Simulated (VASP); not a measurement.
**La: single point with PBE**

The system is La.

```
CELL_PARAMETERS angstrom
2.83684 0.00000 0.00000
-1.41842 2.45678 0.00000
0.00000 0.00000 2.65680
ATOMIC_POSITIONS crystal
La 0.00000 0.00000 0.00000
```

This isn't the form of La at room conditions, which is double hcp.

* Program: VASP 6.6.1
* Task: single point
* Functional: PBE
* Potentials or basis: VASP PAW PBE potentials, release 64 (La)
* Cutoff: 520 eV
* k mesh: 15 × 15 × 14
* Occupations: fermi-dirac, width 0.05 eV
* Spin: no spin polarisation

- Pressure: 65.3 GPa
- Band gap on the k mesh: zero (an odd number of electrons rules out a gap without spin polarisation)

Stress tensor (GPa, compression positive):
```
65.50  0.00  0.00
 0.00 65.50  0.00
 0.00  0.00 65.01
```

Levels at points of the mesh, in eV from the Fermi level:
| k point | band 3 | band 4 | band 5 | band 6 | band 7 | band 8 | band 9 | band 10 |
| --- | --- | --- | --- | --- | --- | --- | --- | --- |
| (0.00, 0.00, 0.00) | -12.86 | -12.86 | -2.62 | -0.20 | 0.92 | 2.01 | 2.01 | 3.74 |
| (0.00, 0.00, 0.50) | -11.72 | -11.72 | 0.78 | 1.53 | 2.53 | 2.92 | 2.92 | 3.92 |

Run time: 16 s on 1 thread of Intel(R) Xeon(R) 6975P-C (Granite Rapids) (shared host), peak memory 0.19 GiB.

Caveat: the cell stands under pressure; spin-orbit coupling is left out, which moves the levels of the heavy elements.
